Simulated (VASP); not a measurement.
# Hf (Im-3m) in VASP: settings compared

Aim: see how the results for Hf move with the level of theory and the settings. Levels: r2SCAN, PBE. Tasks: single point.

Everything below comes from runs of VASP 6.6.1. Logs are shortened: lines on timing, memory, paths and dates and some standing lists are left out, and cuts for length are marked.

### Step 1. The cell of the first run

Symmetry: Im-3m, No. 229, cubic system. Conventional cell: a = 3.536 Å, b = 3.536 Å, c = 3.536 Å, α = 90.00°, β = 90.00°, γ = 90.00°. Hf (site symmetry m-3m) has 14 Hf at 3.06 to 3.54 Å within 4.0 Å.

### Step 2. Single point, r2SCAN (volume scaled by 0.94)

The input, POSCAR:

```
Hf
1.0
   -1.7681529262      1.7681529262      1.7681529262
    1.7681529262     -1.7681529262      1.7681529262
    1.7681529262      1.7681529262     -1.7681529262
Hf
1
Direct
    0.0000000000      0.0000000000      0.0000000000
```

The input, INCAR.step1:

```
SYSTEM = Hf
ALGO = Normal
EDIFF = 1E-5
ENCUT = 550
GGA = PE
GGA_COMPAT = .FALSE.
ISMEAR = -1
LASPH = .TRUE.
LCHARG = .FALSE.
LREAL = .FALSE.
LWAVE = .TRUE.
NBANDS = 11
NELM = 120
PREC = Accurate
SIGMA = 0.05
```

The input, INCAR.step2:

```
SYSTEM = Hf
ALGO = Normal
EDIFF = 1E-6
ENCUT = 550
GGA_COMPAT = .FALSE.
ISIF = 2
ISMEAR = -1
ISTART = 1
LASPH = .TRUE.
LCHARG = .FALSE.
LMIXTAU = .TRUE.
LREAL = .FALSE.
LWAVE = .FALSE.
METAGGA = R2SCAN
NBANDS = 11
NELM = 120
PREC = Accurate
SIGMA = 0.05
```

The input, KPOINTS:

```
k-points
0
G
  10 10 10
  0 0 0
```

Potentials or basis: VASP PAW PBE potentials, release 64 (Hf_pv).

Launch:

```
> cat potpaw_PBE.64/Hf_pv/POTCAR > POTCAR
> cp INCAR.step1 INCAR
> mpirun -np 1 vasp_std > vasp.out
> cp INCAR.step2 INCAR
> mpirun -np 1 vasp_std > vasp.out
```

OUTCAR:

```text
SYSTEM = Hf
   EDIFF = 1E-6
   ENCUT = 550
   ISIF = 2
   ISMEAR = -1
   ISTART = 1
   LASPH = .TRUE.
   LREAL = .FALSE.
   METAGGA = R2SCAN
   NELM = 120
   PREC = Accurate

 ion  position               nearest neighbor table
   1  0.000  0.000  0.000-

  LATTYP: Found a body centered cubic cell.
 ALAT       =     3.5363058524

  Lattice vectors:

 A1 = (  -1.7681529262,   1.7681529262,   1.7681529262)
 A2 = (   1.7681529262,  -1.7681529262,   1.7681529262)
 A3 = (   1.7681529262,   1.7681529262,  -1.7681529262)

Analysis of symmetry for initial positions (statically):
=====================================================================
 Subroutine PRICEL returns:
 Original cell was already a primitive cell.

 Routine SETGRP: Setting up the symmetry group for a
 body centered cubic supercell.

 Subroutine GETGRP returns: Found 48 space group operations
[... 9 lines left out ...]

 Routine SETGRP: Setting up the symmetry group for a
 body centered cubic supercell.

 Subroutine GETGRP returns: Found 48 space group operations
[... 11 lines left out ...]
                                     Primitive cell

  volume of cell :      22.1116

  direct lattice vectors                    reciprocal lattice vectors
    -1.768152926  1.768152926  1.768152926     0.000000000  0.282780970  0.282780970
     1.768152926 -1.768152926  1.768152926     0.282780970  0.000000000  0.282780970
     1.768152926  1.768152926 -1.768152926     0.282780970  0.282780970  0.000000000

  length of vectors
     3.062530704  3.062530704  3.062530704     0.399912683  0.399912683  0.399912683

  position of ions in fractional coordinates (direct lattice)
     0.000000000  0.000000000  0.000000000

  ion indices of the primitive-cell ions
   primitive index   ion index
                 1           1

----------------------------------------------------------------------------------------

 KPOINTS: k-points

Automatic generation of k-mesh.
 Grid dimensions read from file:
 generate k-points for:   10   10   10

 Generating k-lattice:

  Cartesian coordinates                     Fractional coordinates (reciprocal lattice)
     0.000000000  0.028278097  0.028278097     0.100000000  0.000000000  0.000000000
     0.028278097  0.000000000  0.028278097     0.000000000  0.100000000  0.000000000
     0.028278097  0.028278097  0.000000000     0.000000000  0.000000000  0.100000000

  Length of vectors
     0.039991268  0.039991268  0.039991268

  Shift w.r.t. Gamma in fractional coordinates (k-lattice)
     0.000000000  0.000000000  0.000000000

 Subroutine IBZKPT returns following result:
 ===========================================

 Found     47 irreducible k-points:

 Following reciprocal coordinates:
            Coordinates               Weight
  0.000000  0.000000  0.000000      1.000000
  0.100000  0.000000  0.000000     12.000000
  0.200000  0.000000  0.000000     12.000000
  0.300000  0.000000  0.000000     12.000000
  0.400000  0.000000  0.000000     12.000000
  0.500000  0.000000  0.000000      6.000000
[... 16 lines left out ...]
  0.300000  0.300000  0.100000      8.000000
 -0.300000  0.300000  0.100000     24.000000
 [... further k-points ...]
   k-points           NKPTS =     47   k-points in BZ     NKDIM =     47   number of bands    NBANDS=     11
   number of dos      NEDOS =    301   number of ions     NIONS =      1
   total plane-waves  NPLWV =  13824
   dimension x,y,z NGX =    24 NGY =   24 NGZ =   24
   dimension x,y,z NGXF=    48 NGYF=   48 NGZF=   48
   ions per type =               1
   NGX,Y,Z   is equivalent  to a cutoff of  13.03, 13.03, 13.03 a.u.
   NGXF,Y,Z  is equivalent  to a cutoff of  26.06, 26.06, 26.06 a.u.
 SYSTEM =  Hf
   PREC   = accura    normal or accurate (medium, high low for compatibility)
   ISTART =      1    job   : 0-new  1-cont  2-samecut
   ICHARG =      0    charge: 1-file 2-atom 10-const
   ISPIN  =      1    spin polarized calculation?
   LNONCOLLINEAR =      F non collinear calculations
   LSORBIT =      F    spin-orbit coupling
   LASPH  =      T    aspherical Exc in radial PAW
   ENCUT  =  550.0 eV  40.42 Ry    6.36 a.u.   5.86  5.86  5.86*2*pi/ulx,y,z
   NELM   =    120;   NELMIN=  2; NELMDL=  0     # of ELM steps
   EDIFF  = 0.1E-05   stopping-criterion for ELM
   LREAL  =      F    real-space projection
   EDIFFG = 0.1E-04   stopping-criterion for IOM
   NSW    =      0    number of steps for IOM
   IBRION =     -1    ionic relax: 0-MD 1-quasi-New 2-CG
   NFREE  =      0    steps in history (QN), initial steepest desc. (CG)
   ISIF   =      2    stress and relaxation
   ISYM   =      2    0-nonsym 1-usesym 2-fastsym
   POTIM  = 0.5000    time-step for ionic-motion
   TEBEG  =    0.0;   TEEND  =   0.0 temperature during run
   PSTRESS=    0.0 pullay stress
   NELECT =      10.0000    total number of electrons
   NUPDOWN=      -1.0000    fix difference up-down
   EMIN   =  10.00;   EMAX   =-10.00  energy-range for DOS
   EFERMI =   0.00;   METHOD = LEGACY
   ISMEAR =    -1;   SIGMA  =   0.05  broadening in eV -4-tet -1-fermi 0-gaus
   EFERMI_NEDOS =   21; number of points for ismear=-14 and -15
   IALGO  =     38    algorithm
   IMIX   =      4    mixing-type and parameters
     AMIX     =   0.40;   BMIX     =  1.00
     AMIX_MAG =   1.60;   BMIX_MAG =  1.00
  volume/ion in A,a.u.               =      22.11       149.22
  Fermi-wavevector in a.u.,A,eV,Ry     =   1.256613  2.374655 21.484649  1.579077
  Thomas-Fermi vector in A             =   2.390313
   LORBIT       =      0    0 simple, 1 ext, 2 COOP (PROOUT), +10 PAW based schemes
   METAGGA = R2SCAN    functional components
   LHFCALC =     F    Hartree Fock is set to
   AEXX    =    0.0000 exact exchange contribution
   IVDW    =     0    specifies the selected vdW correction
   LEPSILON=     F    determine dielectric tensor
   LRPA    =     F    only Hartree local field effects (RPA)
 non-spin polarized calculation
  energy-cutoff  :      550.00
  volume of cell :       22.11
 maximum number of plane-waves:       682
   NGX = 11   NGY = 11   NGZ = 11

 number of electron      10.0000000 magnetization

 Free energy of the ion-electron system (eV)
  ---------------------------------------------------
  ext. energy  EPLUGINS =         0.00000000
  ---------------------------------------------------
  free energy    TOTEN  =       -44.95173420 eV

  energy without entropy =      -44.93807422  energy(sigma->0) =      -44.94490421

 E-fermi :   4.5350     XC(G=0): -12.2271

 val. band max:        4.5068533978   @ k =   0.5000   0.5000   0.1000
 cond. band min:       4.5459752776   @ k =   0.3000   0.2000   0.0000
 fundamental gap:      0.0391218798
 Fermi energy:         4.5350425003

 k-point     1 :       0.0000    0.0000    0.0000
  band No.  band energies     occupation
      1     -26.3982      2.00000
      2     -26.3982      2.00000
      3     -26.3982      2.00000
      4      -2.8904      2.00000
      5       6.3158      0.00000
      6       6.3158      0.00000
      7       6.3158      0.00000
      8       9.1694      0.00000
      9       9.1694      0.00000
     10      16.7144      0.00000
     11      18.5396      0.00000

 k-point     2 :       0.1000    0.0000    0.0000
  band No.  band energies     occupation
      1     -26.4875      2.00000
      2     -26.4255      2.00000
      3     -26.3987      2.00000
      4      -2.5063      2.00000
      5       6.0415      0.00000
      6       6.1748      0.00000
      7       6.6924      0.00000
      8       8.7830      0.00000
      9       9.1655      0.00000
     10      16.7142      0.00000
     11      18.8852      0.00000

 k-point     3 :       0.2000    0.0000    0.0000
  band No.  band energies     occupation
      1     -26.7147      2.00000
      2     -26.4961      2.00000
      3     -26.4001      2.00000
      4      -1.4602      2.00000
      5       5.4113      0.00000
      6       5.5529      0.00000
      7       7.7880      0.00000
      8       8.5401      0.00000
      9       9.2266      0.00000
     10      16.7140      0.00000
     11      19.1324      0.00000

 k-point     4 :       0.3000    0.0000    0.0000
  band No.  band energies     occupation
      1     -26.9839      2.00000
      2     -26.5820      2.00000
      3     -26.4018      2.00000
      4      -0.1215      2.00000
      5       4.7559      0.02383
      6       4.8763      0.00217
      7       8.8439      0.00000
      8       9.4622      0.00000
      9       9.4824      0.00000
     10      16.7136      0.00000
     11      17.8016      0.00000

 k-point     5 :       0.4000    0.0000    0.0000
  band No.  band energies     occupation
      1     -27.1931      2.00000
      2     -26.6505      2.00000
      3     -26.4032      2.00000
      4       0.8038      2.00000
      5       4.2948      1.98375
      6       4.9985      0.00019
      7       9.0997      0.00000
      8       9.8400      0.00000
      9      11.4487      0.00000
     10      16.2060      0.00000
     11      16.3681      0.00000
[... 211 lines left out ...]
 k-point    21 :       0.3000    0.2000    0.1000
  band No.  band energies     occupation
      1     -27.0921      2.00000
      2     -26.7896      2.00000
      3     -26.5580      2.00000
      4       2.5989      2.00000
      5       3.8013      2.00000
      6       4.2925      1.98449
      7       9.6655      0.00000
      8      10.0926      0.00000
      9      12.9387      0.00000
     10      14.2745      0.00000
     11      16.7147      0.00000

 k-point    22 :      -0.2000    0.2000    0.1000
  band No.  band energies     occupation
      1     -26.7161      2.00000
      2     -26.5250      2.00000
      3     -26.4681      2.00000
      4      -1.1132      2.00000
      5       5.6464      0.00000
      6       5.7067      0.00000
      7       7.3270      0.00000
      8       7.6592      0.00000
      9       9.9228      0.00000
     10      16.7140      0.00000
     11      19.4870      0.00000

 k-point    23 :       0.3000    0.3000    0.1000
  band No.  band energies     occupation
      1     -26.9521      2.00000
      2     -26.9521      2.00000
      3     -26.5847      2.00000
      4       3.1282      2.00000
      5       3.9699      1.99998
      6       3.9699      1.99998
      7       9.9918      0.00000
      8       9.9918      0.00000
      9      11.8607      0.00000
     10      15.8253      0.00000
     11      15.8253      0.00000

 k-point    24 :      -0.3000    0.3000    0.1000
  band No.  band energies     occupation
      1     -26.9715      2.00000
      2     -26.6124      2.00000
      3     -26.4668      2.00000
      4       0.2045      2.00000
      5       4.7540      0.02476
      6       5.0999      0.00002
      7       7.7671      0.00000
      8       9.3481      0.00000
      9      10.0499      0.00000
     10      16.7132      0.00000
     11      17.4254      0.00000

 [... further k-points ...]
[... 5 lines left out ...]
  --------------------------------------------------------------------------------------
  -------------------------------------------------------------------------------------
  Total       -0.0080223     -0.0080223     -0.0080223      0.0000000      0.0000000     -0.0000000
  in kB       -0.5812891     -0.5812891     -0.5812891      0.0000000      0.0000000     -0.0000000
  external PRESSURE =      -0.5812891 kB  Pullay stress =       0.0000000 kB

 VOLUME and BASIS-vectors are now :
 -----------------------------------------------------------------------------
  energy-cutoff  :      550.00
  volume of cell :       22.11
      direct lattice vectors                 reciprocal lattice vectors
    -1.768152926  1.768152926  1.768152926     0.000000000  0.282780970  0.282780970
     1.768152926 -1.768152926  1.768152926     0.282780970  0.000000000  0.282780970
     1.768152926  1.768152926 -1.768152926     0.282780970  0.282780970  0.000000000

 POSITION                                       TOTAL-FORCE (eV/Angst)
 -----------------------------------------------------------------------------------
      0.00000      0.00000      0.00000         0.000000     -0.000000      0.000000
 -----------------------------------------------------------------------------------
    total drift:                                0.000000      0.000000      0.000000

  FREE ENERGIE OF THE ION-ELECTRON SYSTEM (eV)
  ---------------------------------------------------
  free  energy   TOTEN  =       -44.9517342003 eV

  energy  without entropy=      -44.9380742173  energy(sigma->0) =      -44.94490421
```

Wall time 33 s (1 thread of Intel Xeon 6975P-C, shared host); peak memory 0.15 GiB.

What came out:

```yaml
Free_energy: -44.9517 eV
Pressure: -0.1 GPa
Band_gap_on_the_k_mesh: zero (band 5 reaches 6.32 eV, above the bottom of band 6 at 3.75 eV)
```

Levels at points of the mesh, in eV from the Fermi level:
```csv
k point,band 3,band 4,band 5,band 6,band 7,band 8
"(0.00, 0.00, 0.00)",-30.93,-7.43,1.78,1.78,1.78,4.63
"(0.50, 0.00, 0.00)",-30.94,-3.51,-0.40,0.90,4.51,5.52
"(0.50, 0.50, 0.50)",-31.54,-2.76,-2.76,7.18,7.18,7.18
```

Caveat: the PAW data sets were made with another functional, which shifts forces and pressure a little; spin-orbit coupling is left out, which moves the levels of the heavy elements.

(Continued in part 2 of 2.)
